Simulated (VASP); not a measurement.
# Sn (Fd-3m) in VASP: further runs

Runs on Sn. Level: LDA. Tasks: single point.

Program: VASP 6.6.1. These are calculated values, not measurements. Logs are shortened: lines on timing, memory, paths and dates and some standing lists are left out, and cuts for length are marked.

## 1. The cell of the first run

Symmetry: Fd-3m, No. 227, cubic system. Conventional cell: a = 6.423 Å, b = 6.423 Å, c = 6.423 Å, α = 90.00°, β = 90.00°, γ = 90.00°. Sn (site symmetry -43m) has 4 Sn at 2.78 Å within 3.7 Å.

## 2. Single point, LDA (volume scaled by 0.98)

Input file INCAR:

```
SYSTEM = Sn
PREC = Accurate
ENCUT = 520
EDIFF = 1E-6
ISMEAR = -1
SIGMA = 0.05
LREAL = .False.
LASPH = .True.
NELM = 100
ALGO = Fast
ISIF = 2
LWAVE = .False.
LCHARG = .False.
GGA = CA
NBANDS = 21
```

Input file KPOINTS:

```
Automatic mesh
0
Gamma
  7 7 7
  0 0 0
```

Input file POSCAR:

```
Sn
1.0
    0.0000000000      3.2116418589      3.2116418589
    3.2116418589      0.0000000000      3.2116418589
    3.2116418589      3.2116418589      0.0000000000
Sn
2
Direct
    0.7500000000      0.7500000000      0.7500000000
    0.5000000000      0.5000000000      0.5000000000
```

Potentials or basis: VASP PAW LDA potentials, release 64 (Sn_d).

Run with:

```sh
$ cat potpaw_LDA.64/Sn_d/POTCAR > POTCAR
$ mpirun -np 1 vasp_std > vasp.out
```

OUTCAR:

```text
SYSTEM = Sn
   PREC = Accurate
   ENCUT = 520
   EDIFF = 1E-6
   ISMEAR = -1
   LREAL = .False.
   LASPH = .True.
   NELM = 100
   ISIF = 2
   GGA = CA

 ion  position               nearest neighbor table
   1  0.750  0.750  0.750-   2 2.78   2 2.78   2 2.78   2 2.78
   2  0.500  0.500  0.500-   1 2.78   1 2.78   1 2.78   1 2.78

  LATTYP: Found a face centered cubic cell.
 ALAT       =     6.4232837178

  Lattice vectors:

 A1 = (   0.0000000000,   3.2116418589,   3.2116418589)
 A2 = (   3.2116418589,   0.0000000000,   3.2116418589)
 A3 = (   3.2116418589,   3.2116418589,   0.0000000000)

Analysis of symmetry for initial positions (statically):
=====================================================================
 Subroutine PRICEL returns:
 Original cell was already a primitive cell.

 Routine SETGRP: Setting up the symmetry group for a
 face centered cubic supercell.

 Subroutine GETGRP returns: Found 48 space group operations
 (whereof 24 operations were pure point group operations)
 out of a pool of 48 trial point group operations.

The static configuration has the point symmetry T_d .
 The point group associated with its full space group is O_h .

Analysis of symmetry for dynamics (positions and initial velocities):
=====================================================================
 Subroutine PRICEL returns:
 Original cell was already a primitive cell.

 Routine SETGRP: Setting up the symmetry group for a
 face centered cubic supercell.

 Subroutine GETGRP returns: Found 48 space group operations
 (whereof 24 operations were pure point group operations)
 out of a pool of 48 trial point group operations.

The dynamic configuration has the point symmetry T_d .
 The point group associated with its full space group is O_h .

 Subroutine INISYM returns: Found 48 space group operations
 (whereof 24 operations are pure point group operations),
 and found     1 'primitive' translations

----------------------------------------------------------------------------------------

                                     Primitive cell

  volume of cell :      66.2539

  direct lattice vectors                    reciprocal lattice vectors
     0.000000000  3.211641859  3.211641859    -0.155683610  0.155683610  0.155683610
     3.211641859  0.000000000  3.211641859     0.155683610 -0.155683610  0.155683610
     3.211641859  3.211641859  0.000000000     0.155683610  0.155683610 -0.155683610

  length of vectors
     4.541947474  4.541947474  4.541947474     0.269651923  0.269651923  0.269651923

  position of ions in fractional coordinates (direct lattice)
     0.750000000  0.750000000  0.750000000
     0.500000000  0.500000000  0.500000000

  ion indices of the primitive-cell ions
   primitive index   ion index
                 1           1
                 2           2

----------------------------------------------------------------------------------------

 KPOINTS: Automatic mesh

Automatic generation of k-mesh.
 Grid dimensions read from file:
 generate k-points for:    7    7    7

 Generating k-lattice:

  Cartesian coordinates                     Fractional coordinates (reciprocal lattice)
    -0.022240516  0.022240516  0.022240516     0.142857143  0.000000000  0.000000000
     0.022240516 -0.022240516  0.022240516     0.000000000  0.142857143  0.000000000
     0.022240516  0.022240516 -0.022240516     0.000000000  0.000000000  0.142857143

  Length of vectors
     0.038521703  0.038521703  0.038521703

  Shift w.r.t. Gamma in fractional coordinates (k-lattice)
     0.000000000  0.000000000  0.000000000

 Subroutine IBZKPT returns following result:
 ===========================================

 Found     20 irreducible k-points:

 Following reciprocal coordinates:
            Coordinates               Weight
  0.000000  0.000000  0.000000      1.000000
  0.142857  0.000000  0.000000      8.000000
  0.285714  0.000000  0.000000      8.000000
  0.428571  0.000000  0.000000      8.000000
  0.142857  0.142857  0.000000      6.000000
  0.285714  0.142857  0.000000     24.000000
[... 12 lines left out ...]
 -0.428571  0.428571  0.142857     24.000000
 -0.285714  0.428571  0.142857     24.000000
   k-points           NKPTS =     20   k-points in BZ     NKDIM =     20   number of bands    NBANDS=     21
   number of dos      NEDOS =    301   number of ions     NIONS =      2
   total plane-waves  NPLWV =  46656
   dimension x,y,z NGX =    36 NGY =   36 NGZ =   36
   dimension x,y,z NGXF=    72 NGYF=   72 NGZF=   72
   ions per type =               2
   NGX,Y,Z   is equivalent  to a cutoff of  13.18, 13.18, 13.18 a.u.
   NGXF,Y,Z  is equivalent  to a cutoff of  26.35, 26.35, 26.35 a.u.
 SYSTEM =  Sn
   PREC   = accura    normal or accurate (medium, high low for compatibility)
   ISTART =      0    job   : 0-new  1-cont  2-samecut
   ICHARG =      2    charge: 1-file 2-atom 10-const
   ISPIN  =      1    spin polarized calculation?
   LNONCOLLINEAR =      F non collinear calculations
   LSORBIT =      F    spin-orbit coupling
   LASPH  =      T    aspherical Exc in radial PAW
   ENCUT  =  520.0 eV  38.22 Ry    6.18 a.u.   8.45  8.45  8.45*2*pi/ulx,y,z
   NELM   =    100;   NELMIN=  2; NELMDL= -5     # of ELM steps
   EDIFF  = 0.1E-05   stopping-criterion for ELM
   LREAL  =      F    real-space projection
   EDIFFG = 0.1E-04   stopping-criterion for IOM
   NSW    =      0    number of steps for IOM
   IBRION =     -1    ionic relax: 0-MD 1-quasi-New 2-CG
   NFREE  =      0    steps in history (QN), initial steepest desc. (CG)
   ISIF   =      2    stress and relaxation
   ISYM   =      2    0-nonsym 1-usesym 2-fastsym
   POTIM  = 0.5000    time-step for ionic-motion
   TEBEG  =    0.0;   TEEND  =   0.0 temperature during run
   PSTRESS=    0.0 pullay stress
   NELECT =      28.0000    total number of electrons
   NUPDOWN=      -1.0000    fix difference up-down
   EMIN   =  10.00;   EMAX   =-10.00  energy-range for DOS
   EFERMI =   0.00;   METHOD = LEGACY
   ISMEAR =    -1;   SIGMA  =   0.05  broadening in eV -4-tet -1-fermi 0-gaus
   EFERMI_NEDOS =   21; number of points for ismear=-14 and -15
   IALGO  =     68    algorithm
   IMIX   =      4    mixing-type and parameters
     AMIX     =   0.40;   BMIX     =  1.00
     AMIX_MAG =   1.60;   BMIX_MAG =  1.00
  volume/ion in A,a.u.               =      33.13       223.55
  Fermi-wavevector in a.u.,A,eV,Ry     =   1.228543  2.321610 20.535520  1.509318
  Thomas-Fermi vector in A             =   2.363465
   LORBIT       =      0    0 simple, 1 ext, 2 COOP (PROOUT), +10 PAW based schemes
   GGA     = CA    functional components
   LHFCALC =     F    Hartree Fock is set to
   AEXX    =    0.0000 exact exchange contribution
   IVDW    =     0    specifies the selected vdW correction
   LEPSILON=     F    determine dielectric tensor
   LRPA    =     F    only Hartree local field effects (RPA)
 non-spin polarized calculation
 RMM-DIIS sequential band-by-band and
  energy-cutoff  :      520.00
  volume of cell :       66.25
 maximum number of plane-waves:      1807
 NGX is ok and might be reduce to    36
   NGX = 17   NGY = 17   NGZ = 17

 number of electron      28.0000012 magnetization

 Free energy of the ion-electron system (eV)
  ---------------------------------------------------
  ext. energy  EPLUGINS =         0.00000000
  ---------------------------------------------------
  free energy    TOTEN  =        -8.91961168 eV

  energy without entropy =       -8.91773150  energy(sigma->0) =       -8.91867159

 E-fermi :   5.6426     XC(G=0):  -9.3261

 val. band max:        5.4209679817   @ k =   0.1429   0.0000   0.0000
 cond. band min:       5.6960897928   @ k =   0.4286   0.0000   0.0000
 fundamental gap:      0.2751218111
 Fermi energy:         5.6425704928

 k-point     1 :       0.0000    0.0000    0.0000
  band No.  band energies     occupation
      1     -15.9738      2.00000
      2     -15.9738      2.00000
      3     -15.9738      2.00000
      4     -15.9081      2.00000
      5     -15.9081      2.00000
      6     -15.5693      2.00000
[... 13 lines left out ...]
     20      13.8200      0.00000
     21      13.8238      0.00000

 k-point     2 :       0.1429    0.0000    0.0000
  band No.  band energies     occupation
      1     -15.9883      2.00000
      2     -15.9883      2.00000
      3     -15.9687      2.00000
      4     -15.8873      2.00000
      5     -15.8873      2.00000
      6     -15.5956      2.00000
[... 13 lines left out ...]
     20      12.7487      0.00000
     21      12.7487      0.00000

 k-point     3 :       0.2857    0.0000    0.0000
  band No.  band energies     occupation
      1     -16.0053      2.00000
      2     -16.0053      2.00000
      3     -15.9566      2.00000
      4     -15.8579      2.00000
      5     -15.8579      2.00000
      6     -15.6205      2.00000
[... 13 lines left out ...]
     20      12.7697      0.00000
     21      12.7697      0.00000

 k-point     4 :       0.4286    0.0000    0.0000
  band No.  band energies     occupation
      1     -16.0126      2.00000
      2     -16.0126      2.00000
      3     -15.9465      2.00000
      4     -15.8431      2.00000
      5     -15.8431      2.00000
      6     -15.6310      2.00000
[... 13 lines left out ...]
     20      14.0481      0.00000
     21      14.0481      0.00000

 k-point     5 :       0.1429    0.1429    0.0000
  band No.  band energies     occupation
      1     -15.9858      2.00000
      2     -15.9858      2.00000
      3     -15.9835      2.00000
      4     -15.8902      2.00000
      5     -15.8646      2.00000
      6     -15.6378      2.00000
[... 13 lines left out ...]
     20      11.8647      0.00000
     21      14.0453      0.00000
[... 286 lines left out ...]
     20      14.0024      0.00000
     21      14.7510      0.00000

 k-point    18 :      -0.4286    0.2857    0.1429
  band No.  band energies     occupation
      1     -16.0464      2.00000
      2     -16.0305      2.00000
      3     -15.8918      2.00000
      4     -15.8097      2.00000
      5     -15.7748      2.00000
      6     -15.7240      2.00000
[... 13 lines left out ...]
     20      14.1990      0.00000
     21      14.8195      0.00000

 k-point    19 :      -0.4286    0.4286    0.1429
  band No.  band energies     occupation
      1     -16.0416      2.00000
      2     -16.0390      2.00000
      3     -15.8835      2.00000
      4     -15.8065      2.00000
      5     -15.7719      2.00000
      6     -15.7098      2.00000
[... 13 lines left out ...]
     20      14.8163      0.00000
     21      16.0827      0.00000

 k-point    20 :      -0.2857    0.4286    0.1429
  band No.  band energies     occupation
      1     -16.0540      2.00000
      2     -16.0400      2.00000
      3     -15.8571      2.00000
      4     -15.7822      2.00000
      5     -15.7606      2.00000
      6     -15.7249      2.00000
[... 13 lines left out ...]
     20      14.5308      0.00000
     21      16.3006      0.00000

------------------------ aborting loop because EDIFF is reached ----------------------------------------

  FORCE on cell =-STRESS in cart. coord.  units (eV):
  Direction    XX          YY          ZZ          XY          YZ          ZX
  --------------------------------------------------------------------------------------
  -------------------------------------------------------------------------------------
  Total        0.4595669      0.4595669      0.4595669      0.0000000      0.0000000      0.0000000
  in kB       11.1134261     11.1134261     11.1134261      0.0000000      0.0000000      0.0000000
  external PRESSURE =      11.1134261 kB  Pullay stress =       0.0000000 kB

 VOLUME and BASIS-vectors are now :
 -----------------------------------------------------------------------------
  energy-cutoff  :      520.00
  volume of cell :       66.25
      direct lattice vectors                 reciprocal lattice vectors
     0.000000000  3.211641859  3.211641859    -0.155683610  0.155683610  0.155683610
     3.211641859  0.000000000  3.211641859     0.155683610 -0.155683610  0.155683610
     3.211641859  3.211641859  0.000000000     0.155683610  0.155683610 -0.155683610

 POSITION                                       TOTAL-FORCE (eV/Angst)
 -----------------------------------------------------------------------------------
      4.81746      4.81746      4.81746         0.000000     -0.000000     -0.000000
      3.21164      3.21164      3.21164        -0.000000      0.000000      0.000000
 -----------------------------------------------------------------------------------
    total drift:                                0.000000      0.000000      0.000000

  FREE ENERGIE OF THE ION-ELECTRON SYSTEM (eV)
  ---------------------------------------------------
  free  energy   TOTEN  =        -8.9196116757 eV

  energy  without entropy=       -8.9177315016  energy(sigma->0) =       -8.91867159
```

Run time: 23 s. Hardware: 1 thread of Intel Xeon 6975P-C, shared host; peak memory 0.18 GiB.

What came out:

- Free energy: -8.9196 eV
- Pressure: 1.1 GPa
- Band gap on the k mesh: zero (band 14 reaches 5.79 eV, above the bottom of band 15 at 5.70 eV)

Levels at points of the mesh, in eV from the Fermi level:
```
           k point  band 12  band 13  band 14  band 15  band 16  band 17
(0.00, 0.00, 0.00)    -0.52     0.15     0.15     0.15     2.21     2.21
```

Caveat: spin-orbit coupling is left out, which moves the levels of the heavy elements.

## 3. Single point, LDA (volume scaled by 1.02)

Input file INCAR:

```
SYSTEM = Sn
  ALGO = Normal
  EDIFF = 1E-6
  ENCUT = 520
  ISIF = 2
  ISMEAR = -1
  LASPH = .TRUE.
  LCHARG = .FALSE.
  LREAL = .FALSE.
  LWAVE = .FALSE.
  NBANDS = 21
  NELM = 100
  PREC = Accurate
  SIGMA = 0.05
```

Input file KPOINTS:

```
k-points
0
G
  7 7 7
  0 0 0
```

Input file POSCAR:

```
Sn
1.0
    0.0000000000      3.2547562903      3.2547562903
    3.2547562903      0.0000000000      3.2547562903
    3.2547562903      3.2547562903      0.0000000000
Sn
2
Direct
    0.7500000000      0.7500000000      0.7500000000
    0.5000000000      0.5000000000      0.5000000000
```

Potentials or basis: VASP PAW LDA potentials, release 64 (Sn_d).

Run with:

```sh
$ cat potpaw_LDA.64/Sn_d/POTCAR > POTCAR
$ mpirun -np 1 vasp_std > vasp.out
```

OUTCAR:

```text
SYSTEM = Sn
   EDIFF = 1E-6
   ENCUT = 520
   ISIF = 2
   ISMEAR = -1
   LASPH = .TRUE.
   LREAL = .FALSE.
   NELM = 100
   PREC = Accurate

 ion  position               nearest neighbor table
   1  0.750  0.750  0.750-   2 2.82   2 2.82   2 2.82   2 2.82
   2  0.500  0.500  0.500-   1 2.82   1 2.82   1 2.82   1 2.82

  LATTYP: Found a face centered cubic cell.
 ALAT       =     6.5095125806

  Lattice vectors:

 A1 = (   0.0000000000,   3.2547562903,   3.2547562903)
 A2 = (   3.2547562903,   0.0000000000,   3.2547562903)
 A3 = (   3.2547562903,   3.2547562903,   0.0000000000)

Analysis of symmetry for initial positions (statically):
=====================================================================
 Subroutine PRICEL returns:
 Original cell was already a primitive cell.

 Routine SETGRP: Setting up the symmetry group for a
 face centered cubic supercell.

 Subroutine GETGRP returns: Found 48 space group operations
 (whereof 24 operations were pure point group operations)
 out of a pool of 48 trial point group operations.

The static configuration has the point symmetry T_d .
 The point group associated with its full space group is O_h .

Analysis of symmetry for dynamics (positions and initial velocities):
[... 153 lines left out ...]
  energy without entropy =       -8.92084998  energy(sigma->0) =       -8.92225091

 E-fermi :   5.1560     XC(G=0):  -9.1530

 val. band max:        5.0119637232   @ k =   0.1429   0.0000   0.0000
 cond. band min:       5.1849928036   @ k =   0.4286   0.0000   0.0000
 fundamental gap:      0.1730290804
 Fermi energy:         5.1559942537

 k-point     1 :       0.0000    0.0000    0.0000
  band No.  band energies     occupation
      1     -16.3218      2.00000
      2     -16.3218      2.00000
      3     -16.3218      2.00000
      4     -16.2616      2.00000
      5     -16.2616      2.00000
      6     -15.9570      2.00000
[... 469 lines left out ...]
     20      13.9419      0.00000
     21      15.5959      0.00000

------------------------ aborting loop because EDIFF is reached ----------------------------------------

  FORCE on cell =-STRESS in cart. coord.  units (eV):
  Direction    XX          YY          ZZ          XY          YZ          ZX
  --------------------------------------------------------------------------------------
  -------------------------------------------------------------------------------------
  Total       -0.3007095     -0.3007095     -0.3007095     -0.0000000     -0.0000000      0.0000000
  in kB       -6.9867023     -6.9867023     -6.9867023     -0.0000000     -0.0000000      0.0000000
  external PRESSURE =      -6.9867023 kB  Pullay stress =       0.0000000 kB

 VOLUME and BASIS-vectors are now :
 -----------------------------------------------------------------------------
  energy-cutoff  :      520.00
  volume of cell :       68.96
      direct lattice vectors                 reciprocal lattice vectors
     0.000000000  3.254756290  3.254756290    -0.153621333  0.153621333  0.153621333
     3.254756290  0.000000000  3.254756290     0.153621333 -0.153621333  0.153621333
     3.254756290  3.254756290  0.000000000     0.153621333  0.153621333 -0.153621333

 POSITION                                       TOTAL-FORCE (eV/Angst)
 -----------------------------------------------------------------------------------
      4.88213      4.88213      4.88213        -0.000000     -0.000000     -0.000000
      3.25476      3.25476      3.25476         0.000000      0.000000      0.000000
 -----------------------------------------------------------------------------------
    total drift:                                0.000000      0.000000      0.000000

  FREE ENERGIE OF THE ION-ELECTRON SYSTEM (eV)
  ---------------------------------------------------
  free  energy   TOTEN  =        -8.9236518360 eV

  energy  without entropy=       -8.9208499778  energy(sigma->0) =       -8.92225091
```

OSZICAR:

```text
N       E                     dE             d eps       ncg     rms          rms(c)
DAV:   1     0.229442595222E+03    0.22944E+03   -0.14964E+04   870   0.194E+03
DAV:   2     0.171165846667E+02   -0.21233E+03   -0.20766E+03   845   0.451E+02
DAV:   3    -0.818498704498E+01   -0.25302E+02   -0.25190E+02   980   0.142E+02
DAV:   4    -0.902037180911E+01   -0.83538E+00   -0.83505E+00   950   0.295E+01
DAV:   5    -0.904872918442E+01   -0.28357E-01   -0.28357E-01  1219   0.532E+00    0.325E+00
DAV:   6    -0.896472320966E+01    0.84006E-01   -0.37187E-02  1042   0.208E+00    0.184E+00
DAV:   7    -0.892300928145E+01    0.41714E-01   -0.61324E-02   875   0.218E+00    0.147E-01
DAV:   8    -0.892357522219E+01   -0.56594E-03   -0.55307E-03   980   0.847E-01    0.489E-02
DAV:   9    -0.892365039348E+01   -0.75171E-04   -0.20774E-04  1136   0.127E-01    0.197E-02
DAV:  10    -0.892365169552E+01   -0.13020E-05   -0.13235E-05   955   0.279E-02    0.365E-03
DAV:  11    -0.892365183597E+01   -0.14046E-06   -0.13982E-06   802   0.952E-03
   1 F= -.89236518E+01 E0= -.89222509E+01  d E =-.280186E-02
```

stdout:

```text
POSCAR found type information on POSCAR Sn
 POSCAR found :  1 types and       2 ions
 scaLAPACK will be used
 LDA part: xc-table for (Slater(with rela. corr.)+CA(PZ))
 , standard interpolation
 POSCAR, INCAR and KPOINTS ok, starting setup
 FFT: planning ... GRIDC
 FFT: planning ... GRID_SOFT
 FFT: planning ... GRID
 WAVECAR not read
 entering main loop
```

Run time: 19 s. Hardware: 1 thread of Intel Xeon 6975P-C, shared host; peak memory 0.17 GiB.

Results:

```
Free energy            : -8.9237 eV
Pressure               : -0.7 GPa
Band gap on the k mesh : zero (band 14 reaches 5.36 eV, above the bottom of band 15 at 5.18 eV)
```

Levels at points of the mesh, in eV from the Fermi level:
| k point | band 10 | band 11 | band 12 | band 13 | band 14 | band 15 | band 16 | band 17 | band 18 | band 19 |
| --- | --- | --- | --- | --- | --- | --- | --- | --- | --- | --- |
| (0.00, 0.00, 0.00) | -21.10 | -10.47 | -0.74 | 0.20 | 0.20 | 0.20 | 2.26 | 2.26 | 2.26 | 4.96 |

Caveat: spin-orbit coupling is left out, which moves the levels of the heavy elements.
